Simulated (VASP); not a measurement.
# BaTiO3 (Pm-3m) in VASP: notebook, part 2 of 2

VASP 6.6.1.

### Step 5. Single point, RPBE

Input file INCAR:

```
PREC     = Accurate       # precision mode
ENCUT    = 520            # plane-wave cutoff, eV
EDIFF    = 1E-6           # SCF threshold, eV
ISMEAR   = 0              # smearing method
SIGMA    = 0.01           # smearing width, eV
LREAL    = F              # projectors in reciprocal space
LASPH    = T              # aspherical terms in the spheres
NELM     = 80             # most SCF steps
ALGO     = Normal         # electronic algorithm
ISIF     = 2              # what is computed and relaxed
LWAVE    = F              # write WAVECAR
LCHARG   = T              # write CHGCAR
GGA      = RP             # functional
LELF     = T              # ELF
LVHAR    = T            
NBANDS   = 28             # bands
```

Input file KPOINTS:

```
Automatic mesh
0
Gamma
  4 4 4
  0.5 0.5 0.5
```

Input file POSCAR:

```
BaTiO3
1.0
    4.0060000000      0.0000000000      0.0000000000
    0.0000000000      4.0060000000      0.0000000000
    0.0000000000      0.0000000000      4.0060000000
Ba Ti O
1 1 3
Direct
    0.5000000000      0.5000000000      0.5000000000
    0.0000000000      0.0000000000      0.0000000000
    0.5000000000      0.0000000000      0.0000000000
    0.0000000000      0.5000000000      0.0000000000
    0.0000000000      0.0000000000      0.5000000000
```

Potentials or basis: VASP PAW PBE potentials, release 64 (Ba_sv, Ti_sv, O).

The run is started by

```bash
$ cat potpaw_PBE.64/Ba_sv/POTCAR potpaw_PBE.64/Ti_sv/POTCAR potpaw_PBE.64/O/POTCAR > POTCAR
$ mpirun -np 1 vasp_std > vasp.out
```

OUTCAR:

```text
PREC = Accurate
   ENCUT = 520
   EDIFF = 1E-6
   ISMEAR = 0
   LREAL = F
   LASPH = T
   NELM = 80
   ISIF = 2
   GGA = RP

 ion  position               nearest neighbor table
   1  0.500  0.500  0.500-   3 2.83   4 2.83   5 2.83   3 2.83   4 2.83   3 2.83   5 2.83   3 2.83
                             4 2.83   5 2.83   4 2.83   5 2.83   2 3.47   2 3.47   2 3.47   2 3.47
   2  0.000  0.000  0.000-   3 2.00   4 2.00   5 2.00   5 2.00   4 2.00   3 2.00   1 3.47   1 3.47
                             1 3.47   1 3.47   1 3.47   1 3.47   1 3.47   1 3.47
   3  0.500  0.000  0.000-   2 2.00   2 2.00   1 2.83   1 2.83   1 2.83   1 2.83
   4  0.000  0.500  0.000-   2 2.00   2 2.00   1 2.83   1 2.83   1 2.83   1 2.83
   5  0.000  0.000  0.500-   2 2.00   2 2.00   1 2.83   1 2.83   1 2.83   1 2.83

  LATTYP: Found a simple cubic cell.
 ALAT       =     4.0060000000

  Lattice vectors:

 A1 = (   4.0060000000,   0.0000000000,   0.0000000000)
 A2 = (   0.0000000000,   4.0060000000,   0.0000000000)
 A3 = (   0.0000000000,   0.0000000000,   4.0060000000)

Analysis of symmetry for initial positions (statically):
=====================================================================
 Subroutine PRICEL returns:
 Original cell was already a primitive cell.

 Routine SETGRP: Setting up the symmetry group for a
 simple cubic supercell.

 Subroutine GETGRP returns: Found 48 space group operations
 (whereof 48 operations were pure point group operations)
 out of a pool of 48 trial point group operations.

The static configuration has the point symmetry O_h .

Analysis of symmetry for dynamics (positions and initial velocities):
=====================================================================
 Subroutine PRICEL returns:
 Original cell was already a primitive cell.

 Routine SETGRP: Setting up the symmetry group for a
 simple cubic supercell.

 Subroutine GETGRP returns: Found 48 space group operations
 (whereof 48 operations were pure point group operations)
 out of a pool of 48 trial point group operations.

The dynamic configuration has the point symmetry O_h .

 Subroutine INISYM returns: Found 48 space group operations
 (whereof 48 operations are pure point group operations),
 and found     1 'primitive' translations

----------------------------------------------------------------------------------------

                                     Primitive cell

  volume of cell :      64.2884

  direct lattice vectors                    reciprocal lattice vectors
     4.006000000  0.000000000  0.000000000     0.249625562  0.000000000  0.000000000
     0.000000000  4.006000000  0.000000000     0.000000000  0.249625562  0.000000000
     0.000000000  0.000000000  4.006000000     0.000000000  0.000000000  0.249625562

  length of vectors
     4.006000000  4.006000000  4.006000000     0.249625562  0.249625562  0.249625562

  position of ions in fractional coordinates (direct lattice)
     0.500000000  0.500000000  0.500000000
     0.000000000  0.000000000  0.000000000
     0.500000000  0.000000000  0.000000000
     0.000000000  0.500000000  0.000000000
     0.000000000  0.000000000  0.500000000

  ion indices of the primitive-cell ions
   primitive index   ion index
                 1           1
[... 25 lines left out ...]

 Subroutine IBZKPT returns following result:
 ===========================================

 Found      4 irreducible k-points:

 Following reciprocal coordinates:
            Coordinates               Weight
  0.125000  0.125000  0.125000      8.000000
  0.375000  0.125000  0.125000     24.000000
  0.375000  0.375000  0.125000     24.000000
  0.375000  0.375000  0.375000      8.000000
   k-points           NKPTS =      4   k-points in BZ     NKDIM =      4   number of bands    NBANDS=     28
   number of dos      NEDOS =    301   number of ions     NIONS =      5
   total plane-waves  NPLWV =  27000
   dimension x,y,z NGX =    30 NGY =   30 NGZ =   30
   dimension x,y,z NGXF=    60 NGYF=   60 NGZF=   60
   ions per type =               1   1   3
   NGX,Y,Z   is equivalent  to a cutoff of  12.45, 12.45, 12.45 a.u.
   NGXF,Y,Z  is equivalent  to a cutoff of  24.90, 24.90, 24.90 a.u.
 SYSTEM =  unknown system
   PREC   = accura    normal or accurate (medium, high low for compatibility)
   ISTART =      0    job   : 0-new  1-cont  2-samecut
   ICHARG =      2    charge: 1-file 2-atom 10-const
   ISPIN  =      1    spin polarized calculation?
   LNONCOLLINEAR =      F non collinear calculations
   LSORBIT =      F    spin-orbit coupling
   LASPH  =      T    aspherical Exc in radial PAW
   ENCUT  =  520.0 eV  38.22 Ry    6.18 a.u.   7.45  7.45  7.45*2*pi/ulx,y,z
   NELM   =     80;   NELMIN=  2; NELMDL= -5     # of ELM steps
   EDIFF  = 0.1E-05   stopping-criterion for ELM
   LREAL  =      F    real-space projection
   EDIFFG = 0.1E-04   stopping-criterion for IOM
   NSW    =      0    number of steps for IOM
   IBRION =     -1    ionic relax: 0-MD 1-quasi-New 2-CG
   NFREE  =      0    steps in history (QN), initial steepest desc. (CG)
   ISIF   =      2    stress and relaxation
   ISYM   =      2    0-nonsym 1-usesym 2-fastsym
   POTIM  = 0.5000    time-step for ionic-motion
   TEBEG  =    0.0;   TEEND  =   0.0 temperature during run
   PSTRESS=    0.0 pullay stress
   NELECT =      40.0000    total number of electrons
   NUPDOWN=      -1.0000    fix difference up-down
   EMIN   =  10.00;   EMAX   =-10.00  energy-range for DOS
   EFERMI =   0.00;   METHOD = LEGACY
   ISMEAR =     0;   SIGMA  =   0.01  broadening in eV -4-tet -1-fermi 0-gaus
   EFERMI_NEDOS =   21; number of points for ismear=-14 and -15
   IALGO  =     38    algorithm
   IMIX   =      4    mixing-type and parameters
     AMIX     =   0.40;   BMIX     =  1.00
     AMIX_MAG =   1.60;   BMIX_MAG =  1.00
  volume/ion in A,a.u.               =      12.86        86.77
  Fermi-wavevector in a.u.,A,eV,Ry     =   1.397603  2.641087 26.576187  1.953295
  Thomas-Fermi vector in A             =   2.520843
   LORBIT       =      0    0 simple, 1 ext, 2 COOP (PROOUT), +10 PAW based schemes
   GGA     = RP    functional components
   LHFCALC =     F    Hartree Fock is set to
   AEXX    =    0.0000 exact exchange contribution
   IVDW    =     0    specifies the selected vdW correction
   LEPSILON=     F    determine dielectric tensor
   LRPA    =     F    only Hartree local field effects (RPA)
 non-spin polarized calculation
 Gauss-broadening in eV      SIGMA  =   0.01
  energy-cutoff  :      520.00
  volume of cell :       64.29
 maximum number of plane-waves:      1735
 NGX is ok and might be reduce to    30
   NGX = 15   NGY = 15   NGZ = 15

 number of electron      39.9999976 magnetization

 Free energy of the ion-electron system (eV)
  ---------------------------------------------------
  ext. energy  EPLUGINS =         0.00000000
  ---------------------------------------------------
  free energy    TOTEN  =       -37.86934100 eV

  energy without entropy =      -37.86934100  energy(sigma->0) =      -37.86934100

 E-fermi :   3.9212     XC(G=0): -11.0384

 val. band max:        3.7817456958   @ k =   0.3750   0.3750   0.3750
 cond. band min:       6.2348936898   @ k =   0.1250   0.1250   0.1250
 fundamental gap:      2.4531479940
 Fermi energy:         3.9211503636

 k-point     1 :       0.1250    0.1250    0.1250
  band No.  band energies     occupation
      1     -52.8290      2.00000
      2     -28.9724      2.00000
      3     -28.9718      2.00000
      4     -28.9718      2.00000
      5     -20.8711      2.00000
      6     -13.0054      2.00000
[... 113 lines left out ...]
     27      11.5808      0.00000
     28      11.5808      0.00000

------------------------ aborting loop because EDIFF is reached ----------------------------------------

  FORCE on cell =-STRESS in cart. coord.  units (eV):
  Direction    XX          YY          ZZ          XY          YZ          ZX
  --------------------------------------------------------------------------------------
  -------------------------------------------------------------------------------------
  Total        3.0831751      3.0831751      3.0831751     -0.0000000      0.0000000     -0.0000000
  in kB       76.8379796     76.8379796     76.8379796     -0.0000000      0.0000000     -0.0000000
  external PRESSURE =      76.8379796 kB  Pullay stress =       0.0000000 kB

 VOLUME and BASIS-vectors are now :
 -----------------------------------------------------------------------------
  energy-cutoff  :      520.00
  volume of cell :       64.29
      direct lattice vectors                 reciprocal lattice vectors
     4.006000000  0.000000000  0.000000000     0.249625562  0.000000000  0.000000000
     0.000000000  4.006000000  0.000000000     0.000000000  0.249625562  0.000000000
     0.000000000  0.000000000  4.006000000     0.000000000  0.000000000  0.249625562

 POSITION                                       TOTAL-FORCE (eV/Angst)
 -----------------------------------------------------------------------------------
      2.00300      2.00300      2.00300         0.000000      0.000000      0.000000
      0.00000      0.00000      0.00000         0.000000      0.000000      0.000000
      2.00300      0.00000      0.00000         0.000000      0.000000      0.000000
      0.00000      2.00300      0.00000         0.000000      0.000000      0.000000
      0.00000      0.00000      2.00300         0.000000      0.000000      0.000000
 -----------------------------------------------------------------------------------
    total drift:                                0.000000     -0.000000      0.000000

  FREE ENERGIE OF THE ION-ELECTRON SYSTEM (eV)
  ---------------------------------------------------
  free  energy   TOTEN  =       -37.8693410034 eV

  energy  without entropy=      -37.8693410034  energy(sigma->0) =      -37.86934100
```

It took 12 s on 1 thread of Intel Xeon Platinum 8259CL at 2.50GHz (Skylake/Cascade Lake), shared host; peak memory 0.17 GiB.

Results:

| Item | Value |
| --- | --- |
| Free energy | -37.8693 eV |
| Pressure | 7.7 GPa |
| Band gap on the k mesh | 2.45 eV, indirect (least direct gap 2.76 eV) |

Caveat: the PAW data sets were made with another functional, which shifts forces and pressure a little; spin-orbit coupling is left out, which moves the levels of the heavy elements.

### Step 6. Single point, r2SCAN

POSCAR is that of step 5.

Input file INCAR.step1:

```
SYSTEM = BaTiO3
ALGO = Normal
EDIFF = 1E-4
ENCUT = 520
GGA = PE
ISMEAR = 0
LASPH = .TRUE.
LCHARG = .FALSE.
LREAL = .FALSE.
LWAVE = .TRUE.
NBANDS = 28
NELM = 100
PREC = Accurate
SIGMA = 0.01
```

Input file INCAR.step2:

```
SYSTEM = BaTiO3
ALGO = Normal
EDIFF = 1E-7
ENCUT = 520
ISIF = 2
ISMEAR = 0
ISTART = 1
LASPH = .TRUE.
LCHARG = .FALSE.
LMIXTAU = .TRUE.
LREAL = .FALSE.
LWAVE = .FALSE.
METAGGA = R2SCAN
NBANDS = 28
NELM = 100
PREC = Accurate
SIGMA = 0.01
```

KPOINTS is that of step 5.

Potentials or basis: VASP PAW PBE potentials, release 64 (Ba_sv, Ti_sv, O).

The run is started by

```bash
$ cat potpaw_PBE.64/Ba_sv/POTCAR potpaw_PBE.64/Ti_sv/POTCAR potpaw_PBE.64/O/POTCAR > POTCAR
$ cp INCAR.step1 INCAR
$ mpirun -np 1 vasp_std > vasp.out
$ cp INCAR.step2 INCAR
$ mpirun -np 1 vasp_std > vasp.out
```

Run time: 60 s. Hardware: 1 thread of Intel Xeon Platinum 8259CL at 2.50GHz (Skylake/Cascade Lake), shared host; peak memory 0.18 GiB.

It converged, with:

```yaml
Free_energy: -74.2492 eV
Pressure: 0.3 GPa
Band_gap_on_the_k_mesh: 2.81 eV, indirect (least direct gap 3.12 eV)
```

Levels at points of the mesh, in eV from the valence-band top:
| k point | band 18 | band 19 | band 20 | band 21 | band 22 | band 23 |
| --- | --- | --- | --- | --- | --- | --- |
| (0.12, 0.12, 0.12) | -0.79 | -0.31 | -0.31 | 2.81 | 2.87 | 2.87 |

Caveat: the PAW data sets were made with another functional, which shifts forces and pressure a little; spin-orbit coupling is left out, which moves the levels of the heavy elements. r2SCAN opens gaps a little over a GGA but as a rule still falls short of measured ones.

### Step 7. The runs side by side

| level | gap on the mesh (eV) | pressure (GPa) |
| --- | --- | --- |
| PBEsol | 2.40 | -2.8 |
| PBE | 2.43 | 3.4 |
| revPBE | 2.45 | 6.5 |
| RPBE | 2.45 | 7.7 |
| r2SCAN | 2.81 | 0.3 |

Alike in all rows: task single point; potentials or basis VASP PAW PBE potentials, release 64 (Ba_sv, Ti_sv, O); no spin polarisation; cell as given; k mesh 4 × 4 × 4, shifted; cutoff (eV) 520; smearing gaussian 0.01 eV.

On the cell as given the gap runs from 2.40 eV (PBEsol) to 2.81 eV (r2SCAN). The pressure there spans -2.8 GPa (PBEsol) to 7.7 GPa (RPBE); a positive pressure means that this level wants a larger cell, a negative one a smaller.

Caveats: spin-orbit coupling is left out, which moves the levels of the heavy elements; the PAW data sets were made with another functional, which shifts forces and pressure a little (some runs).

Absolute energies hang on the potentials; compare differences alone.
